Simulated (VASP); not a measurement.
Crystal: TbBeC.

```
Tb Be C
1.0
     4.04026    0.00000    0.00000
    -2.02013    3.49897    0.00000
     0.00000    0.00000    3.37252
Tb Be C
1 1 1
Direct
  0.66667 0.33333 0.00000
  0.00000 0.00000 0.50000
  0.33333 0.66667 0.50000
```

The cell was generated, and may not be a known phase.

| Item | Value |
| --- | --- |
| Program | VASP 6.6.1 |
| Task | relaxation of cell and atoms |
| Functional | PBE |
| Potentials or basis | VASP PAW PBE potentials, release 64 (Tb_3, Be, C), 4f in core |
| Cutoff | 600 eV |
| k mesh | 6 × 6 × 6 |
| Occupations | gaussian, width 0.1 eV |
| Spin | no spin polarisation |

At the start: pressure -19.0 GPa; volume 15.89 Å³/atom.

Where does the relaxation end?

Over 7 steps the energy falls by 734.1 meV/atom and the volume is 12.50 Å³/atom (-21.3 %); space group P-6m2 (No. 187, to 0.1 Å) before and after.

The path:
```tsv
step	energy change (eV)	largest force (eV/Å)	pressure (GPa)	volume (Å³)
1	0.0000	0.0000	-19.05	47.68
2	-1.8876	0.0000	9.86	35.37
3	-1.8891	0.0000	11.13	35.08
4	-2.1929	0.0000	2.49	36.85
5	-2.1943	0.0000	2.94	36.75
6	-2.2007	0.0000	-1.14	37.85
7	-2.2022	0.0000	0.07	37.51
```

Final structure:
```
Tb Be C
1.0
     3.36728    0.00000    0.00000
    -1.68364    2.91615    0.00000
     0.00000    0.00000    3.81968
Tb Be C
1 1 1
Cartesian
  1.6836 0.9721 3.8197
  0.0000 0.0000 1.9098
  0.0000 1.9441 1.9098
```

Caveat: the volume moved by over 15 % at a fixed basis, so the end points are rough.
